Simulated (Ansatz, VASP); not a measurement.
SbMo2: VASP beside Ansatz

The input INCAR:

```
SYSTEM = SbMo2
PREC     = Accurate       ! precision mode
ENCUT    = 600            ! plane-wave cutoff, eV
EDIFF    = 1E-6           ! SCF threshold, eV
ISMEAR   = 0              ! smearing method
SIGMA    = 0.1            ! smearing width, eV
LREAL    = .FALSE.        ! projectors in reciprocal space
LASPH    = .TRUE.         ! aspherical terms in the spheres
NELM     = 80             ! most SCF steps
ALGO     = Fast           ! electronic algorithm
ISIF     = 3              ! what is computed and relaxed
LWAVE    = .FALSE.        ! write WAVECAR
LCHARG   = .FALSE.        ! write CHGCAR
GGA      = PE             ! functional
IBRION   = 2              ! ionic algorithm
NSW      = 100            ! ionic steps
EDIFFG   = -0.01          ! ionic threshold
```

The input KPOINTS:

```
regular mesh
0
G
  12 12 14
  0 0 0
```

File POSCAR:

```
SbMo2
1.0
    4.4558511847      0.0000000000      0.0000000000
   -2.2279255923      3.8588803214      0.0000000000
    0.0000000000      0.0000000000      3.2376512028
Sb Mo
1 2
Direct
    0.0000000000      0.0000000000      0.0000000000
    0.3333333333      0.6666666667      0.5000000000
    0.6666666667      0.3333333333      0.5000000000
```

Input for Ansatz:

```yaml
crystal:
  lattice:
    - [4.4558511847, 0.0, 0.0]
    - [-2.2279255923, 3.8588803214, 0.0]
    - [0.0, 0.0, 3.2376512028]
  atoms:
    - { symbol: Sb, position: [0.0, 0.0, 0.0] }
    - { symbol: Mo, position: [0.3333333333, 0.6666666667, 0.5] }
    - { symbol: Mo, position: [0.6666666667, 0.3333333333, 0.5] }
basis:
  ecutwfc: 420
kpoints:
  mp_grid: { grid: [12, 12, 14] }
hamiltonian:
  xc: pbe
scf:
  occupations: { method: gaussian, width: 0.1 }
output:
  forces: true
  stress: true
  eigenvalues: true
relax:
  adjacent_minimum: "off"
  f_tol: 0.01
  max_steps: 80
  cell: { stress_tol: 0.05 }
```

Alike in both runs: task relaxation of cell and atoms; functional PBE; k mesh 12 × 12 × 14; occupations gaussian, width 0.1 eV; no spin polarisation.

|  | VASP | Ansatz |
| --- | --- | --- |
| version | VASP 6.6.1 | Ansatz 0.2.0 |
| potentials or method | VASP PAW PBE potentials, release 64 (Sb, Mo_sv), cutoff 600 eV | scalar-relativistic, plane waves, PAW |
| valence electrons in the cell | 33 | 43 |

VASP gave:

```
gap on the k mesh at the Fermi level, each at its own relaxed structure (eV) : none
relaxed volume (Å³/atom)                                                     : 18.53
relaxed length of the cell vector where the two differ most in proportion (Å)              : 3.213
```

**Question.** What did Ansatz give for the same quantities?

**Answer.** gap on the k mesh at the Fermi level, each at its own relaxed structure (eV): none; relaxed volume (Å³/atom): 18.52; relaxed length of the cell vector where the two differ most in proportion (Å): 3.215.

A gap of «none» marks a metal or a gap that the smearing closes. VASP's potentials hold 33 valence electrons a cell and Ansatz's 43, so a difference there can come from the potentials and not from the codes.

Spin-orbit coupling is off throughout.
